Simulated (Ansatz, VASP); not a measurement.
## Ga3Se in VASP and in Ansatz

File INCAR:

```
PREC = Accurate
ENCUT = 520
EDIFF = 1E-7
ISMEAR = 0
SIGMA = 0.01
LREAL = False
LASPH = True
NELM = 60
ALGO = Normal
ISIF = 2
LWAVE = False
LCHARG = False
GGA = PE
NBANDS = 30
```

The input KPOINTS:

```
Automatic mesh
0
Gamma
  5 5 5
```

POSCAR

```
Ga3Se
1.0
    4.4324650000      0.0000000000      0.0000000000
    0.0000000000      4.4324650000      0.0000000000
    0.0000000000      0.0000000000      4.4324650000
Ga Se
3 1
Direct
    0.0000000000      0.5000000000      0.5000000000
    0.5000000000      0.0000000000      0.5000000000
    0.5000000000      0.5000000000      0.0000000000
    0.0000000000      0.0000000000      0.0000000000
```

Input for Ansatz:

```yaml
crystal:
  lattice:
    - [4.432465, 0.0, 0.0]
    - [0.0, 4.432465, 0.0]
    - [0.0, 0.0, 4.432465]
  atoms:
    - { symbol: Ga, position: [0.0, 0.5, 0.5] }
    - { symbol: Ga, position: [0.5, 0.0, 0.5] }
    - { symbol: Ga, position: [0.5, 0.5, 0.0] }
    - { symbol: Se, position: [0.0, 0.0, 0.0] }
basis:
  ecutwfc: 420
kpoints:
  mp_grid: { grid: [5, 5, 5] }
hamiltonian:
  xc: pbe
scf:
  occupations: { method: gaussian, width: 0.01 }
output:
  forces: true
  stress: true
  eigenvalues: true
```

Alike in both runs: task single point; functional PBE; k mesh 5 × 5 × 5; occupations gaussian, width 0.01 eV; no spin polarisation.

|  | VASP | Ansatz |
| --- | --- | --- |
| version | VASP 6.6.1 | Ansatz 0.2.0 |
| potentials or method | VASP PAW PBE potentials, release 64 (Ga_d, Se), cutoff 520 eV | scalar-relativistic, plane waves, PAW |
| valence electrons in the cell | 45 | 55 |

```tsv
	VASP	Ansatz	Ansatz less VASP
gap on the k mesh at the Fermi level (eV)	none	none	-
pressure (GPa)	-0.4	-0.4	-0.05
```

A gap of «none» marks a metal or a gap that the smearing closes. VASP's potentials hold 45 valence electrons a cell and Ansatz's 55, so a difference there can come from the potentials and not from the codes.
